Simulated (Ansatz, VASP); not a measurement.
# AlNi in VASP and in Ansatz

INCAR

```
  PREC = Accurate
  ENCUT = 520
  EDIFF = 1E-6
  ISMEAR = 0
  SIGMA = 0.15
  LREAL = False
  LASPH = True
  NELM = 80
  ALGO = Fast
  ISIF = 2
  LWAVE = False
  LCHARG = False
  GGA = PS
  NBANDS = 14
```

KPOINTS

```
Automatic mesh
0
Gamma
  16 16 16
```

Contents of POSCAR:

```
AlNi
1.0
    2.9096158249      0.0000000000      0.0000000000
    0.0000000000      2.9096158249      0.0000000000
    0.0000000000      0.0000000000      2.9096158249
Al Ni
1 1
Direct
    0.0000000000      0.0000000000     -0.0265564957
    0.5000000000      0.5000000000      0.5122081036
```

Input for Ansatz:

```yaml
crystal:
  lattice:
    - [2.9096158249, 0.0, 0.0]
    - [0.0, 2.9096158249, 0.0]
    - [0.0, 0.0, 2.9096158249]
  atoms:
    - { symbol: Al, position: [0.0, 0.0, -0.0265564957] }
    - { symbol: Ni, position: [0.5, 0.5, 0.5122081036] }
basis:
  ecutwfc: 520.0
kpoints:
  mp_grid: { grid: [16, 16, 16] }
hamiltonian:
  xc: pbesol
  pseudopotentials: { kind: paw, azcp: { folder: soft_1 } }
scf:
  occupations: { method: gaussian, width: 0.15 }
output:
  forces: true
  stress: true
  eigenvalues: true
```

Change from the starting cell: mode 6 frozen in at -0.076 Å, equal normal strain along x, y and z +0.0167.

Alike in both runs: task single point; functional PBEsol; k mesh 16 × 16 × 16; occupations gaussian, width 0.15 eV; no spin polarisation.

|  | VASP | Ansatz |
| --- | --- | --- |
| version | VASP 6.6.1 | Ansatz 0.2.0 |
| potentials or method | VASP PAW PBE potentials, release 64 (Al, Ni), cutoff 520 eV | scalar-relativistic, plane waves, PAW |
| valence electrons in the cell | 13 | 21 |

```csv
,VASP,Ansatz,Ansatz less VASP
gap on the k mesh at the Fermi level (eV),none,none,-
pressure (GPa),-7.0,-7.0,+0.05
"traceless stress, the component that is largest in VASP (GPa)",-0.32,-0.32,+0.003
rms of the force components (eV/Å),0.333,0.330,-0.0028
```

VASP's potentials were made for PBE, not for PBEsol, and Ansatz warns of the same on its side. Atom by atom the forces differ by 0.003 eV/Å (rms over components). A gap of «none» marks a metal or a gap that the smearing closes. VASP's potentials hold 13 valence electrons a cell and Ansatz's 21, so a difference there can come from the potentials and not from the codes.
